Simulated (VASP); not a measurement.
# Si (Fd-3m) in VASP: further runs

Si is run at these levels: PBE exchange alone; tasks: single point.

All numbers are computed with VASP 6.6.1; they aren't measurements. Logs are shortened: lines on timing, memory, paths and dates and some standing lists are left out, and cuts for length are marked.

## 1. The cell of the first run

It takes space group Fd-3m (No. 227, cubic). The conventional cell has a = 5.444 Å, b = 5.444 Å, c = 5.444 Å, α = 90.00°, β = 90.00°, γ = 90.00°. Within 3.1 Å of Si (site symmetry -43m) lie 4 Si at 2.36 Å.

## 2. Single point, PBE exchange alone, non-collinear spin, zero start, spin-orbit coupling

INCAR

```
  AGGAC = 0.0
  ALDAC = 0.0
  ALGO = Normal
  EDIFF = 1E-7
  ENCUT = 520
  GGA = PE
  GGA_COMPAT = False
  ISIF = 2
  ISMEAR = -1
  LASPH = True
  LCHARG = True
  LORBIT = 11
  LORBMOM = True
  LREAL = False
  LSORBIT = True
  LVHAR = True
  LWAVE = False
  MAGMOM = 0 0 0 0 0 0
  NBANDS = 20
  NELM = 150
  PREC = Accurate
  SIGMA = 0.1
```

KPOINTS

```
k-points
0
Gamma
  6 6 6
```

POSCAR

```
Si
1.0
    0.0000000000      2.7218511865      2.7218511865
    2.7218511865      0.0000000000      2.7218511865
    2.7218511865      2.7218511865      0.0000000000
Si
2
Direct
    0.5000000000      0.5000000000      0.5000000000
    0.7500000000      0.7500000000      0.7500000000
```

Potentials or basis: VASP PAW PBE potentials, release 64 (Si).

The run is started by

```
> cat potpaw_PBE.64/Si/POTCAR > POTCAR
> mpirun -np 1 vasp_ncl > vasp.out
```

OUTCAR:

```text
EDIFF = 1E-7
   ENCUT = 520
   GGA = PE
   ISIF = 2
   ISMEAR = -1
   LASPH = True
   LORBIT = 11
   LREAL = False
   LSORBIT = True
   NELM = 150
   PREC = Accurate

 ion  position               nearest neighbor table
   1  0.500  0.500  0.500-   2 2.36   2 2.36   2 2.36   2 2.36
   2  0.750  0.750  0.750-   1 2.36   1 2.36   1 2.36   1 2.36

  LATTYP: Found a face centered cubic cell.
 ALAT       =     5.4437023730

  Lattice vectors:

 A1 = (   0.0000000000,   2.7218511865,   2.7218511865)
 A2 = (   2.7218511865,   0.0000000000,   2.7218511865)
 A3 = (   2.7218511865,   2.7218511865,   0.0000000000)

Analysis of symmetry for initial positions (statically):
=====================================================================
 Subroutine PRICEL returns:
 Original cell was already a primitive cell.

 Routine SETGRP: Setting up the symmetry group for a
 face centered cubic supercell.

 Subroutine GETGRP returns: Found 48 space group operations
 (whereof 24 operations were pure point group operations)
 out of a pool of 48 trial point group operations.

The static configuration has the point symmetry T_d .
 The point group associated with its full space group is O_h .

Analysis of symmetry for dynamics (positions and initial velocities):
=====================================================================
 Subroutine PRICEL returns:
 Original cell was already a primitive cell.

 Routine SETGRP: Setting up the symmetry group for a
 face centered cubic supercell.

 Subroutine GETGRP returns: Found 48 space group operations
 (whereof 24 operations were pure point group operations)
 out of a pool of 48 trial point group operations.

The dynamic configuration has the point symmetry T_d .
 The point group associated with its full space group is O_h .

Analysis of structural, dynamic, and magnetic symmetry:
=====================================================================
 Subroutine PRICEL returns:
 Original cell was already a primitive cell.

 Routine SETGRP: Setting up the symmetry group for a
 face centered cubic supercell.

 Subroutine GETGRP returns: Found 48 space group operations
 (whereof 24 operations were pure point group operations)
 out of a pool of 48 trial point group operations.

The overall configuration has the point symmetry T_d .
 The point group associated with its full space group is O_h .

 Subroutine INISYM returns: Found 48 space group operations
 (whereof 24 operations are pure point group operations),
 and found     1 'primitive' translations

----------------------------------------------------------------------------------------

                                     Primitive cell

  volume of cell :      40.3295

  direct lattice vectors                    reciprocal lattice vectors
     0.000000000  2.721851186  2.721851186    -0.183698507  0.183698507  0.183698507
     2.721851186  0.000000000  2.721851186     0.183698507 -0.183698507  0.183698507
     2.721851186  2.721851186  0.000000000     0.183698507  0.183698507 -0.183698507

  length of vectors
     3.849278863  3.849278863  3.849278863     0.318175148  0.318175148  0.318175148

  position of ions in fractional coordinates (direct lattice)
     0.500000000  0.500000000  0.500000000
     0.750000000  0.750000000  0.750000000

  ion indices of the primitive-cell ions
   primitive index   ion index
                 1           1
                 2           2

----------------------------------------------------------------------------------------

 KPOINTS: k-points

Automatic generation of k-mesh.
 Grid dimensions read from file:
 generate k-points for:    6    6    6

 Generating k-lattice:

  Cartesian coordinates                     Fractional coordinates (reciprocal lattice)
    -0.030616418  0.030616418  0.030616418     0.166666667  0.000000000  0.000000000
     0.030616418 -0.030616418  0.030616418     0.000000000  0.166666667  0.000000000
     0.030616418  0.030616418 -0.030616418     0.000000000  0.000000000  0.166666667

  Length of vectors
     0.053029191  0.053029191  0.053029191

  Shift w.r.t. Gamma in fractional coordinates (k-lattice)
     0.000000000  0.000000000  0.000000000

 Subroutine IBZKPT returns following result:
 ===========================================

 Found     16 irreducible k-points:

 Following reciprocal coordinates:
            Coordinates               Weight
  0.000000  0.000000  0.000000      1.000000
  0.166667  0.000000  0.000000      8.000000
[... 32 lines left out ...]
   EDIFF  = 0.1E-06   stopping-criterion for ELM
   LREAL  =      F    real-space projection
   EDIFFG = 0.1E-05   stopping-criterion for IOM
   NSW    =      0    number of steps for IOM
   IBRION =     -1    ionic relax: 0-MD 1-quasi-New 2-CG
   NFREE  =      0    steps in history (QN), initial steepest desc. (CG)
   ISIF   =      2    stress and relaxation
   ISYM   =      2    0-nonsym 1-usesym 2-fastsym
   POTIM  = 0.5000    time-step for ionic-motion
   TEBEG  =    0.0;   TEEND  =   0.0 temperature during run
   PSTRESS=    0.0 pullay stress
   NELECT =       8.0000    total number of electrons
   NUPDOWN=      -1.0000    fix difference up-down
   EMIN   =  10.00;   EMAX   =-10.00  energy-range for DOS
   EFERMI =   0.00;   METHOD = LEGACY
   ISMEAR =    -1;   SIGMA  =   0.10  broadening in eV -4-tet -1-fermi 0-gaus
   EFERMI_NEDOS =   21; number of points for ismear=-14 and -15
   IALGO  =     38    algorithm
   IMIX   =      4    mixing-type and parameters
     AMIX     =   0.40;   BMIX     =  1.00
     AMIX_MAG =   1.60;   BMIX_MAG =  1.00
  volume/ion in A,a.u.               =      20.16       136.08
  Fermi-wavevector in a.u.,A,eV,Ry     =   0.954766  1.804247 12.402783  0.911579
  Thomas-Fermi vector in A             =   2.083543
   LORBIT       =     11    0 simple, 1 ext, 2 COOP (PROOUT), +10 PAW based schemes
   GGA     = PE    functional components
   LHFCALC =     F    Hartree Fock is set to
   AEXX    =    0.0000 exact exchange contribution
   IVDW    =     0    specifies the selected vdW correction
   LEPSILON=     F    determine dielectric tensor
   LRPA    =     F    only Hartree local field effects (RPA)
  energy-cutoff  :      520.00
  volume of cell :       40.33
 maximum number of plane-waves:      2212
 NGX is ok and might be reduce to    30
   NGX = 15   NGY = 15   NGZ = 15

 number of electron       8.0000001 magnetization      -0.0000000      0.0000000     -0.0000000

 number of electron       8.0000001 magnetization       0.0000000      0.0000000     -0.0000000

 number of electron       8.0000001 magnetization      -0.0000000     -0.0000000     -0.0000000

 number of electron       8.0000001 magnetization       0.0000000      0.0000000      0.0000000

 Free energy of the ion-electron system (eV)
  ---------------------------------------------------
  ext. energy  EPLUGINS =         0.00000000
  ---------------------------------------------------
  free energy    TOTEN  =        -7.81596319 eV

  energy without entropy =       -7.81536010  energy(sigma->0) =       -7.81566165

 E-fermi :   7.5792     XC(G=0):  -7.7230

 val. band max:        7.1839013322   @ k =   0.0000   0.0000   0.0000
 cond. band min:       8.1211755824   @ k =   0.3333   0.3333   0.0000
 fundamental gap:      0.9372742502
 Fermi energy:         7.5791773006

 k-point     1 :       0.0000    0.0000    0.0000
  band No.  band energies     occupation
      1      -4.6623      1.00000
      2      -4.6623      1.00000
      3       7.1360      0.98825
      4       7.1360      0.98825
      5       7.1839      0.98116
      6       7.1839      0.98116
[... 357 lines left out ...]
     19      17.7918      0.00000
     20      17.7918      0.00000

------------------------ aborting loop because EDIFF is reached ----------------------------------------

  FORCE on cell =-STRESS in cart. coord.  units (eV):
  Direction    XX          YY          ZZ          XY          YZ          ZX
  --------------------------------------------------------------------------------------
  -------------------------------------------------------------------------------------
  Total        2.5913903      2.5913903      2.5913903      0.0000000      0.0000000      0.0000000
  in kB      102.9485618    102.9485618    102.9485618      0.0000000      0.0000000      0.0000000
  external PRESSURE =     102.9485618 kB  Pullay stress =       0.0000000 kB

 VOLUME and BASIS-vectors are now :
 -----------------------------------------------------------------------------
  energy-cutoff  :      520.00
  volume of cell :       40.33
      direct lattice vectors                 reciprocal lattice vectors
     0.000000000  2.721851186  2.721851186    -0.183698507  0.183698507  0.183698507
     2.721851186  0.000000000  2.721851186     0.183698507 -0.183698507  0.183698507
     2.721851186  2.721851186  0.000000000     0.183698507  0.183698507 -0.183698507

 POSITION                                       TOTAL-FORCE (eV/Angst)
 -----------------------------------------------------------------------------------
      2.72185      2.72185      2.72185         0.000000      0.000000      0.000000
      4.08278      4.08278      4.08278        -0.000000     -0.000000     -0.000000
 -----------------------------------------------------------------------------------
    total drift:                                0.000000      0.000000      0.000000

  FREE ENERGIE OF THE ION-ELECTRON SYSTEM (eV)
  ---------------------------------------------------
  free  energy   TOTEN  =        -7.8159631938 eV

  energy  without entropy=       -7.8153601029  energy(sigma->0) =       -7.81566165

 orbital moment (x)

 # of ion     p       tot
 --------------------------------
  1         0.000   0.000
  2         0.000   0.000
 --------------------------------
            0.000   0.000

 orbital moment (y)

 # of ion     p       tot
 --------------------------------
  1         0.000   0.000
  2         0.000   0.000
 --------------------------------
            0.000   0.000

 orbital moment (z)

 # of ion     p       tot
 --------------------------------
  1        -0.000  -0.000
  2        -0.000  -0.000
 --------------------------------
           -0.000  -0.000

 Spin-Orbit-Coupling matrix elements

 Ion:    1  E_soc:     -0.0003319
 l=   1
     0.0000000    -0.0000553    -0.0000553
    -0.0000553     0.0000000    -0.0000553
    -0.0000553    -0.0000553     0.0000000
 l=   2
     0.0000000     0.0000000     0.0000000     0.0000000     0.0000000
     0.0000000     0.0000000     0.0000000     0.0000000     0.0000000
     0.0000000     0.0000000     0.0000000     0.0000000     0.0000000
     0.0000000     0.0000000     0.0000000     0.0000000     0.0000000
     0.0000000     0.0000000     0.0000000     0.0000000     0.0000000
 l=   3
     0.0000000     0.0000000     0.0000000     0.0000000     0.0000000     0.0000000     0.0000000
     0.0000000     0.0000000     0.0000000     0.0000000     0.0000000     0.0000000     0.0000000
     0.0000000     0.0000000     0.0000000     0.0000000     0.0000000     0.0000000     0.0000000
     0.0000000     0.0000000     0.0000000     0.0000000     0.0000000     0.0000000     0.0000000
     0.0000000     0.0000000     0.0000000     0.0000000     0.0000000     0.0000000     0.0000000
     0.0000000     0.0000000     0.0000000     0.0000000     0.0000000     0.0000000     0.0000000
     0.0000000     0.0000000     0.0000000     0.0000000     0.0000000     0.0000000     0.0000000

 Ion:    2  E_soc:     -0.0003319
 l=   1
     0.0000000    -0.0000553    -0.0000553
    -0.0000553     0.0000000    -0.0000553
    -0.0000553    -0.0000553     0.0000000
 l=   2
     0.0000000     0.0000000     0.0000000     0.0000000     0.0000000
     0.0000000     0.0000000     0.0000000     0.0000000     0.0000000
     0.0000000     0.0000000     0.0000000     0.0000000     0.0000000
     0.0000000     0.0000000     0.0000000     0.0000000     0.0000000
     0.0000000     0.0000000     0.0000000     0.0000000     0.0000000
 l=   3
     0.0000000     0.0000000     0.0000000     0.0000000     0.0000000     0.0000000     0.0000000
     0.0000000     0.0000000     0.0000000     0.0000000     0.0000000     0.0000000     0.0000000
     0.0000000     0.0000000     0.0000000     0.0000000     0.0000000     0.0000000     0.0000000
     0.0000000     0.0000000     0.0000000     0.0000000     0.0000000     0.0000000     0.0000000
     0.0000000     0.0000000     0.0000000     0.0000000     0.0000000     0.0000000     0.0000000
     0.0000000     0.0000000     0.0000000     0.0000000     0.0000000     0.0000000     0.0000000
     0.0000000     0.0000000     0.0000000     0.0000000     0.0000000     0.0000000     0.0000000

 total charge

# of ion       s       p       d       tot
------------------------------------------
    1        0.747   0.948   0.000   1.695
    2        0.747   0.948   0.000   1.695
--------------------------------------------------
tot          1.495   1.895   0.000   3.390

 magnetization (x)

# of ion       s       p       d       tot
------------------------------------------
    1       -0.000  -0.000   0.000  -0.000
    2       -0.000  -0.000   0.000  -0.000
--------------------------------------------------
tot         -0.000  -0.000   0.000  -0.000

 magnetization (y)

# of ion       s       p       d       tot
------------------------------------------
    1        0.000  -0.000   0.000  -0.000
    2        0.000  -0.000   0.000  -0.000
--------------------------------------------------
tot          0.000  -0.000   0.000  -0.000

 magnetization (z)

# of ion       s       p       d       tot
------------------------------------------
    1       -0.000   0.000   0.000   0.000
    2       -0.000   0.000   0.000   0.000
--------------------------------------------------
tot         -0.000   0.000   0.000   0.000
```

Wall time 43 s (1 thread of Intel Xeon Platinum 8488C (Sapphire Rapids), shared host); peak memory 0.26 GiB.

Results:

| Property | Result |
| --- | --- |
| Free energy | -7.8160 eV |
| Pressure | 10.3 GPa |
| Net moment | 0.00 μB per cell |
| Valence electrons inside the program's atomic spheres | Si 1.70 |

Moments on the atoms (μB; x, y, z):
```
Si  0.00 0.00 0.00
Si  0.00 0.00 0.00
```

## 3. Single point, PBE exchange alone, non-collinear spin, zero start, spin-orbit coupling (volume scaled by 1.02)

INCAR

```
  PREC = Accurate
  ENCUT = 520
  EDIFF = 1E-6
  ISMEAR = -1
  SIGMA = 0.1
  LREAL = F
  LASPH = T
  NELM = 150
  ALGO = Normal
  ISIF = 2
  LWAVE = F
  LCHARG = F
  MAGMOM = 0 0 0 0 0 0
  LORBIT = 11
  LSORBIT = T
  GGA_COMPAT = F
  LORBMOM = T
  GGA = PE
  ALDAC = 0.0
  AGGAC = 0.0
  NBANDS = 20
```

KPOINTS

```
Automatic mesh
0
Gamma
  6 6 6
```

POSCAR

```
Si
1.0
    0.0000000000      2.7398772164      2.7398772164
    2.7398772164      0.0000000000      2.7398772164
    2.7398772164      2.7398772164      0.0000000000
Si
2
Direct
    0.5000000000      0.5000000000      0.5000000000
    0.7500000000      0.7500000000      0.7500000000
```

Potentials or basis: VASP PAW PBE potentials, release 64 (Si).

The run is started by

```
> cat potpaw_PBE.64/Si/POTCAR > POTCAR
> mpirun -np 1 vasp_ncl > vasp.out
```

Wall time 34 s (1 thread of Intel Xeon Platinum 8488C (Sapphire Rapids), shared host); peak memory 0.26 GiB.

It converged, with:

* Free energy: -7.8627 eV
* Pressure: 8.3 GPa
* Net moment: 0.00 μB per cell
* Valence electrons inside the program's atomic spheres: Si 1.68

Moments on the atoms (μB; x, y, z):
```
Si  0.00 0.00 0.00
Si  0.00 0.00 0.00
```
